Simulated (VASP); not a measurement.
# AlN (P6_3mc) in VASP: further runs, part 2 of 2

VASP 6.6.1.

## (3) Relaxation of shape and atoms at fixed volume, r2SCAN (10.09 Å³/atom)

This run uses another cell than the first one, of 10.09 Å³/atom.

The input, POSCAR:

```
AlN
1.0
    3.0753187066      0.0000000000      0.0000000000
   -1.5376593533      2.6633041246      0.0000000000
    0.0000000000      0.0000000000      4.9281603737
Al N
2 2
Direct
    0.3333333333      0.6666666667     -0.0008032970
    0.6666666667      0.3333333333      0.4991967030
    0.3333333333      0.6666666667      0.3808032970
    0.6666666667      0.3333333333      0.8808032970
```

The input, INCAR.step1:

```
SYSTEM = AlN
  PREC = Accurate
  ENCUT = 600
  ISMEAR = 0
  SIGMA = 0.02
  LREAL = .False.
  LASPH = .True.
  NELM = 80
  GGA = PE
  ALGO = Normal
  EDIFF = 1E-4
  LWAVE = .True.
  LCHARG = .False.
```

The input, INCAR.step2:

```
SYSTEM = AlN
  PREC = Accurate
  ENCUT = 600
  EDIFF = 1E-6
  ISMEAR = 0
  SIGMA = 0.02
  LREAL = .False.
  LASPH = .True.
  NELM = 80
  ALGO = Normal
  ISIF = 4
  LWAVE = .False.
  LCHARG = .False.
  METAGGA = R2SCAN
  LMIXTAU = .True.
  IBRION = 2
  NSW = 50
  EDIFFG = -0.01
  ISTART = 1
```

The input, KPOINTS:

```
Automatic mesh
0
Gamma
  9 9 6
  0 0 0
```

Potentials or basis: VASP PAW PBE potentials, release 64 (Al, N).

On the command line:

```console
> cat potpaw_PBE.64/Al/POTCAR potpaw_PBE.64/N/POTCAR > POTCAR
> cp INCAR.step1 INCAR
> mpirun -np 1 vasp_std > vasp.out
> cp INCAR.step2 INCAR
> mpirun -np 1 vasp_std > vasp.out
```

OUTCAR:

```text
SYSTEM = AlN
   PREC = Accurate
   ENCUT = 600
   EDIFF = 1E-6
   ISMEAR = 0
   LREAL = .False.
   LASPH = .True.
   NELM = 80
   ISIF = 4
   METAGGA = R2SCAN
   IBRION = 2
   NSW = 50
   EDIFFG = -0.01
   ISTART = 1

 ion  position               nearest neighbor table
   1  0.333  0.667  0.999-   4 1.87   4 1.87   4 1.87   3 1.88   2 3.04   2 3.04   2 3.04   2 3.04
                             2 3.04   2 3.04
   2  0.667  0.333  0.499-   3 1.87   3 1.87   3 1.87   4 1.88   1 3.04   1 3.04   1 3.04   1 3.04
                             1 3.04   1 3.04
   3  0.333  0.667  0.381-   2 1.87   2 1.87   2 1.87   1 1.88
   4  0.667  0.333  0.881-   1 1.87   1 1.87   1 1.87   2 1.88

  LATTYP: Found a hexagonal cell.
 ALAT       =     3.0753187066
 C/A-ratio  =     1.6024876912

  Lattice vectors:

 A1 = (   3.0753187066,   0.0000000000,   0.0000000000)
 A2 = (  -1.5376593533,   2.6633041246,   0.0000000000)
 A3 = (   0.0000000000,   0.0000000000,   4.9281603737)

Analysis of symmetry for initial positions (statically):
=====================================================================
 Subroutine PRICEL returns:
 Original cell was already a primitive cell.

 Routine SETGRP: Setting up the symmetry group for a
 hexagonal supercell.

 Subroutine GETGRP returns: Found 12 space group operations
 (whereof  6 operations were pure point group operations)
 out of a pool of 24 trial point group operations.

The static configuration has the point symmetry C_3v.
 The point group associated with its full space group is C_6v.

Analysis of symmetry for dynamics (positions and initial velocities):
=====================================================================
 Subroutine PRICEL returns:
 Original cell was already a primitive cell.

 Routine SETGRP: Setting up the symmetry group for a
 hexagonal supercell.

 Subroutine GETGRP returns: Found 12 space group operations
 (whereof  6 operations were pure point group operations)
 out of a pool of 24 trial point group operations.

The dynamic configuration has the point symmetry C_3v.
 The point group associated with its full space group is C_6v.

 Subroutine INISYM returns: Found 12 space group operations
 (whereof  6 operations are pure point group operations),
 and found     1 'primitive' translations

----------------------------------------------------------------------------------------

                                     Primitive cell

  volume of cell :      40.3641

  direct lattice vectors                    reciprocal lattice vectors
     3.075318707  0.000000000  0.000000000     0.325169550  0.187736727  0.000000000
    -1.537659353  2.663304125  0.000000000     0.000000000  0.375473454  0.000000000
     0.000000000  0.000000000  4.928160374     0.000000000  0.000000000  0.202915474

  length of vectors
     3.075318707  3.075318707  4.928160374     0.375473454  0.375473454  0.202915474

  position of ions in fractional coordinates (direct lattice)
     0.333333333  0.666666667  0.999196703
     0.666666667  0.333333333  0.499196703
     0.333333333  0.666666667  0.380803297
     0.666666667  0.333333333  0.880803297

  ion indices of the primitive-cell ions
   primitive index   ion index
                 1           1
                 2           2
[... 66 lines left out ...]
   ISTART =      1    job   : 0-new  1-cont  2-samecut
   ICHARG =      0    charge: 1-file 2-atom 10-const
   ISPIN  =      1    spin polarized calculation?
   LNONCOLLINEAR =      F non collinear calculations
   LSORBIT =      F    spin-orbit coupling
   LASPH  =      T    aspherical Exc in radial PAW
   ENCUT  =  600.0 eV  44.10 Ry    6.64 a.u.   6.14  6.14  9.84*2*pi/ulx,y,z
   NELM   =     80;   NELMIN=  2; NELMDL=  0     # of ELM steps
   EDIFF  = 0.1E-05   stopping-criterion for ELM
   LREAL  =      F    real-space projection
   EDIFFG = -.1E-01   stopping-criterion for IOM
   NSW    =     50    number of steps for IOM
   IBRION =      2    ionic relax: 0-MD 1-quasi-New 2-CG
   NFREE  =      1    steps in history (QN), initial steepest desc. (CG)
   ISIF   =      4    stress and relaxation
   ISYM   =      2    0-nonsym 1-usesym 2-fastsym
   POTIM  = 0.5000    time-step for ionic-motion
   TEBEG  =    0.0;   TEEND  =   0.0 temperature during run
   PSTRESS=    0.0 pullay stress
   NELECT =      16.0000    total number of electrons
   NUPDOWN=      -1.0000    fix difference up-down
   EMIN   =  10.00;   EMAX   =-10.00  energy-range for DOS
   EFERMI =   0.00;   METHOD = LEGACY
   ISMEAR =     0;   SIGMA  =   0.02  broadening in eV -4-tet -1-fermi 0-gaus
   EFERMI_NEDOS =   21; number of points for ismear=-14 and -15
   IALGO  =     38    algorithm
   IMIX   =      4    mixing-type and parameters
     AMIX     =   0.40;   BMIX     =  1.00
     AMIX_MAG =   1.60;   BMIX_MAG =  1.00
  volume/ion in A,a.u.               =      10.09        68.10
  Fermi-wavevector in a.u.,A,eV,Ry     =   1.202586  2.272559 19.676933  1.446214
  Thomas-Fermi vector in A             =   2.338363
   LORBIT       =      0    0 simple, 1 ext, 2 COOP (PROOUT), +10 PAW based schemes
   METAGGA = R2SCAN    functional components
   LHFCALC =     F    Hartree Fock is set to
   AEXX    =    0.0000 exact exchange contribution
   IVDW    =     0    specifies the selected vdW correction
   LEPSILON=     F    determine dielectric tensor
   LRPA    =     F    only Hartree local field effects (RPA)
 conjugate gradient relaxation of ions
 non-spin polarized calculation
 Gauss-broadening in eV      SIGMA  =   0.02
  energy-cutoff  :      600.00
  volume of cell :       40.36
 maximum number of plane-waves:      1363
 NGX is ok and might be reduce to    28
   NGX = 13   NGY = 13   NGZ = 19

--------------------------------------- Ionic step        1  -------------------------------------------

 number of electron      16.0000000 magnetization

 Free energy of the ion-electron system (eV)
  ---------------------------------------------------
  ext. energy  EPLUGINS =         0.00000000
  ---------------------------------------------------
  free energy    TOTEN  =       -38.43134418 eV

  energy without entropy =      -38.43134418  energy(sigma->0) =      -38.43134418

------------------------ aborting loop because EDIFF is reached ----------------------------------------

  FORCE on cell =-STRESS in cart. coord.  units (eV):
  Direction    XX          YY          ZZ          XY          YZ          ZX
  --------------------------------------------------------------------------------------
  -------------------------------------------------------------------------------------
  Total        1.6827439      1.6827439      1.5681302      0.0000000      0.0000000      0.0000000
  in kB       66.7932962     66.7932962     62.2439260      0.0000000      0.0000000      0.0000000
  external PRESSURE =      65.2768395 kB  Pullay stress =       0.0000000 kB
[... 139 lines left out ...]
--------------------------------------- Ionic step        5  -------------------------------------------

 number of electron      16.0000000 magnetization

 Free energy of the ion-electron system (eV)
  ---------------------------------------------------
  ext. energy  EPLUGINS =         0.00000000
  ---------------------------------------------------
  free energy    TOTEN  =       -38.43147508 eV

  energy without entropy =      -38.43147508  energy(sigma->0) =      -38.43147508

 E-fermi :   6.3515     XC(G=0): -11.5561

 val. band max:        6.2302008251   @ k =   0.0000   0.0000   0.0000
 cond. band min:      11.4203756933   @ k =   0.0000   0.0000   0.0000
 fundamental gap:      5.1901748681
 Fermi energy:         6.3514821358

 k-point     1 :       0.0000    0.0000    0.0000
  band No.  band energies     occupation
      1      -9.9561      2.00000
      2      -7.7296      2.00000
      3       0.0109      2.00000
      4       5.3004      2.00000
      5       5.3004      2.00000
      6       5.9738      2.00000
      7       5.9738      2.00000
      8       6.2302      2.00000
      9      11.4204      0.00000
     10      14.0155      0.00000
     11      18.1107      0.00000
     12      18.4646      0.00000
[... 331 lines left out ...]
 k-point    24 :       0.3333    0.3333    0.1667
  band No.  band energies     occupation
      1      -7.3639      2.00000
      2      -7.3639      2.00000
      3       1.3024      2.00000
      4       1.9530      2.00000
      5       1.9530      2.00000
      6       3.3847      2.00000
      7       4.2977      2.00000
      8       4.2977      2.00000
      9      12.3603      0.00000
     10      15.4512      0.00000
     11      16.4041      0.00000
     12      16.4041      0.00000

 [... further k-points ...]

------------------------ aborting loop because EDIFF is reached ----------------------------------------

  FORCE on cell =-STRESS in cart. coord.  units (eV):
  Direction    XX          YY          ZZ          XY          YZ          ZX
  --------------------------------------------------------------------------------------
  -------------------------------------------------------------------------------------
  Total        1.6352423      1.6352423      1.6345911      0.0000000     -0.0000000      0.0000000
  in kB       64.9078129     64.9078129     64.8819634      0.0000000     -0.0000000      0.0000000
  external PRESSURE =      64.8991964 kB  Pullay stress =       0.0000000 kB
[... 19 lines left out ...]
  FREE ENERGIE OF THE ION-ELECTRON SYSTEM (eV)
  ---------------------------------------------------
  free  energy   TOTEN  =       -38.4314750777 eV

  energy  without entropy=      -38.4314750777  energy(sigma->0) =      -38.43147508

 reached required accuracy - stopping structural energy minimisation
```

Wall time 3.8 min (1 thread of AMD EPYC 9R45 (Zen 5), shared host); peak memory 0.16 GiB.

Results:

```yaml
Free_energy: -38.4315 eV
Energy_gained_by_relaxing: 0.0 meV/atom
Ionic_steps: 5
Pressure_after_relaxing: 6.5 GPa
Band_gap_on_the_k_mesh: 5.19 eV
```

The path:
```
step  energy change (eV)  largest force (eV/Å)  pressure (GPa)  volume (Å³)
   1              0.0000                0.0155            6.53        40.36
   2             -0.0001                0.0132            6.50        40.36
   3             -0.0001                0.0119            6.49        40.36
   4             -0.0001                0.0141            6.49        40.36
   5             -0.0001                0.0000            6.49        40.36
```

Final structure:
```
CELL_PARAMETERS angstrom
3.07747 0.00000 0.00000
-1.53873 2.66517 0.00000
0.00000 0.00000 4.92128
ATOMIC_POSITIONS crystal
Al 0.33333 0.66667 0.99888
Al 0.66667 0.33333 0.49888
N 0.33333 0.66667 0.38112
N 0.66667 0.33333 0.88112
```

Levels at points of the mesh, in eV from the valence-band top:
```
           k point  band 6  band 7  band 8  band 9  band 10  band 11
(0.00, 0.00, 0.00)   -0.26   -0.26    0.00    5.19     7.79    11.88
(0.00, 0.00, 0.50)   -0.60   -0.60   -0.60    7.52     7.52    11.57
```

Caveat: the PAW data sets were made with another functional, which shifts forces and pressure a little; an odd mesh through Γ misses points on the zone boundary, where band edges can lie.

## (4) Relaxation of shape and atoms at fixed volume, r2SCAN (10.72 Å³/atom)

This run uses another cell than the first one, of 10.72 Å³/atom.

The input, POSCAR:

```
AlN
1.0
    3.1374631004      0.0000000000      0.0000000000
   -1.5687315502      2.7171227484      0.0000000000
    0.0000000000      0.0000000000      5.0277459998
Al N
2 2
Direct
    0.3333333333      0.6666666667     -0.0008032970
    0.6666666667      0.3333333333      0.4991967030
    0.3333333333      0.6666666667      0.3808032970
    0.6666666667      0.3333333333      0.8808032970
```

The input, INCAR.step1:

```
SYSTEM = AlN
PREC = Accurate
ENCUT = 600
ISMEAR = 0
SIGMA = 0.02
LREAL = .FALSE.
LASPH = .TRUE.
NELM = 60
GGA = PE
ALGO = Normal
EDIFF = 1E-4
LWAVE = .TRUE.
LCHARG = .FALSE.
```

The input, INCAR.step2:

```
SYSTEM = AlN
PREC = Accurate
ENCUT = 600
EDIFF = 1E-6
ISMEAR = 0
SIGMA = 0.02
LREAL = .FALSE.
LASPH = .TRUE.
NELM = 60
ALGO = Normal
ISIF = 4
LWAVE = .FALSE.
LCHARG = .FALSE.
METAGGA = R2SCAN
LMIXTAU = .TRUE.
IBRION = 2
NSW = 50
EDIFFG = -0.01
ISTART = 1
```

The input, KPOINTS:

```
regular mesh
0
G
  9 9 6
  0 0 0
```

On the command line:

```console
> cat potpaw_PBE.64/Al/POTCAR potpaw_PBE.64/N/POTCAR > POTCAR
> cp INCAR.step1 INCAR
> mpirun -np 1 vasp_std > vasp.out
> cp INCAR.step2 INCAR
> mpirun -np 1 vasp_std > vasp.out
```

Run time: 4.7 min. Hardware: 1 thread of AMD EPYC 9R45 (Zen 5), shared host; peak memory 0.16 GiB.

The run converged. Its results:

```yaml
Free_energy: -38.4306 eV
Energy_gained_by_relaxing: 0.0 meV/atom
Ionic_steps: 8
Pressure_after_relaxing: -6.2 GPa
Largest_force_after_relaxing: 0.007 eV/Å
Band_gap_on_the_k_mesh: 4.66 eV
```

Forces in eV/Å, atoms in the order of the input:
```
Al   0.000  0.000 -0.007
Al   0.000  0.000 -0.007
N    0.000  0.000  0.007
N    0.000  0.000  0.007
```

Final structure:
```yaml
crystal:
  lattice:
    - [3.13551, 0.00000, 0.00000]
    - [-1.56775, 2.71543, 0.00000]
    - [0.00000, 0.00000, 5.03402]
  atoms:
    - { symbol: Al, position: [0.33333, 0.66667, 0.99947] }
    - { symbol: Al, position: [0.66667, 0.33333, 0.49947] }
    - { symbol: N, position: [0.33333, 0.66667, 0.38053] }
    - { symbol: N, position: [0.66667, 0.33333, 0.88053] }
```

Levels at points of the mesh, in eV from the valence-band top:
| k point | band 4 | band 5 | band 6 | band 7 | band 8 | band 9 | band 10 | band 11 | band 12 |
| --- | --- | --- | --- | --- | --- | --- | --- | --- | --- |
| (0.00, 0.00, 0.00) | -0.84 | -0.84 | -0.20 | -0.20 | 0.00 | 4.66 | 7.30 | 11.36 | 11.86 |
| (0.00, 0.00, 0.50) | -3.32 | -0.53 | -0.53 | -0.53 | -0.53 | 7.01 | 7.01 | 11.07 | 11.07 |

Caveat: the PAW data sets were made with another functional, which shifts forces and pressure a little; an odd mesh through Γ misses points on the zone boundary, where band edges can lie.

## (5) Relaxation of shape and atoms at fixed volume, r2SCAN (11.03 Å³/atom)

This run uses another cell than the first one, of 11.03 Å³/atom.

The input, POSCAR:

```
AlN
1.0
    3.1660043335      0.0000000000      0.0000000000
   -1.5830021667      2.7418401813      0.0000000000
    0.0000000000      0.0000000000      5.0813161103
Al N
2 2
Direct
    0.3333333333      0.6666666667     -0.0006312191
    0.6666666667      0.3333333333      0.4993687809
    0.3333333333      0.6666666667      0.3806312191
    0.6666666667      0.3333333333      0.8806312191
```

The input, INCAR.step1:

```
PREC     = Accurate       # precision mode
ENCUT    = 600            # plane-wave cutoff, eV
ISMEAR   = 0              # smearing method
SIGMA    = 0.02           # smearing width, eV
LREAL    = False          # projectors in reciprocal space
LASPH    = True           # aspherical terms in the spheres
NELM     = 100            # most SCF steps
GGA      = PE             # functional
ALGO     = Normal         # electronic algorithm
EDIFF    = 1E-4           # SCF threshold, eV
LWAVE    = True           # write WAVECAR
LCHARG   = False          # write CHGCAR
```

The input, INCAR.step2:

```
PREC     = Accurate       # precision mode
ENCUT    = 600            # plane-wave cutoff, eV
EDIFF    = 1E-7           # SCF threshold, eV
ISMEAR   = 0              # smearing method
SIGMA    = 0.02           # smearing width, eV
LREAL    = False          # projectors in reciprocal space
LASPH    = True           # aspherical terms in the spheres
NELM     = 100            # most SCF steps
ALGO     = Normal         # electronic algorithm
ISIF     = 4              # what is computed and relaxed
LWAVE    = False          # write WAVECAR
LCHARG   = False          # write CHGCAR
METAGGA  = R2SCAN         # meta-GGA
LMIXTAU  = True         
IBRION   = 2              # ionic algorithm
NSW      = 50             # ionic steps
EDIFFG   = -0.01          # ionic threshold
ISTART   = 1
```

The input, KPOINTS:

```
regular mesh
0
Gamma
  9 9 6
```

On the command line:

```console
> cat potpaw_PBE.64/Al/POTCAR potpaw_PBE.64/N/POTCAR > POTCAR
> cp INCAR.step1 INCAR
> mpirun -np 1 vasp_std > vasp.out
> cp INCAR.step2 INCAR
> mpirun -np 1 vasp_std > vasp.out
```

It took 2.3 min on 1 thread of AMD EPYC 9R45 (Zen 5), shared host; peak memory 0.16 GiB.

The run converged. Its results:

```yaml
Free_energy: -38.3625 eV
Energy_gained_by_relaxing: 0.0 meV/atom
Ionic_steps: 2
Pressure_after_relaxing: -11.3 GPa
Largest_force_after_relaxing: 0.008 eV/Å
Band_gap_on_the_k_mesh: 4.40 eV
```

Forces on the atoms (eV/Å):
```
Al   0.000  0.000  0.008
Al   0.000  0.000  0.008
N    0.000  0.000 -0.008
N    0.000  0.000 -0.008
```

Stress tensor (GPa, compression positive):
```
-11.33   0.00   0.00
  0.00 -11.33   0.00
  0.00   0.00 -11.24
```

Final structure:
```
CELL_PARAMETERS angstrom
3.16473 0.00000 0.00000
-1.58237 2.74074 0.00000
0.00000 0.00000 5.08539
ATOMIC_POSITIONS crystal
Al 0.33333 0.66667 0.99954
Al 0.66667 0.33333 0.49954
N 0.33333 0.66667 0.38046
N 0.66667 0.33333 0.88046
```

Levels at points of the mesh, in eV from the valence-band top:
| k point | band 5 | band 6 | band 7 | band 8 | band 9 | band 10 | band 11 | band 12 |
| --- | --- | --- | --- | --- | --- | --- | --- | --- |
| (0.00, 0.00, 0.00) | -0.82 | -0.18 | -0.18 | 0.00 | 4.40 | 7.06 | 11.12 | 11.65 |
| (0.00, 0.00, 0.50) | -0.51 | -0.51 | -0.51 | -0.51 | 6.75 | 6.75 | 10.82 | 10.82 |

Caveat: the PAW data sets were made with another functional, which shifts forces and pressure a little.

## (6) Summary

```tsv
cell	gap on the mesh (eV)	pressure (GPa)	largest force (eV/Å)
relaxed from a = 3.045, b = 3.045, c = 4.870 Å, angles 90.0, 90.0, 120.0°, 4 atoms	5.48	14.4	0.01
relaxed from a = 3.075, b = 3.075, c = 4.928 Å, angles 90.0, 90.0, 120.0°, 4 atoms	5.19	6.5	-
relaxed from a = 3.137, b = 3.137, c = 5.028 Å, angles 90.0, 90.0, 120.0°, 4 atoms	4.66	-6.2	0.01
relaxed from a = 3.166, b = 3.166, c = 5.081 Å, angles 90.0, 90.0, 120.0°, 4 atoms	4.40	-11.3	0.01
```

Alike in all rows: task relaxation of shape and atoms at fixed volume; level r2SCAN; potentials or basis VASP PAW PBE potentials, release 64 (Al, N); no spin polarisation; k mesh 9 × 9 × 6; cutoff (eV) 600; smearing gaussian 0.02 eV.

Caveats: the PAW data sets were made with another functional, which shifts forces and pressure a little; an odd mesh through Γ misses points on the zone boundary, where band edges can lie (at least some runs).

Total energies depend on the potentials used, so only differences within one code and one set of settings carry meaning.
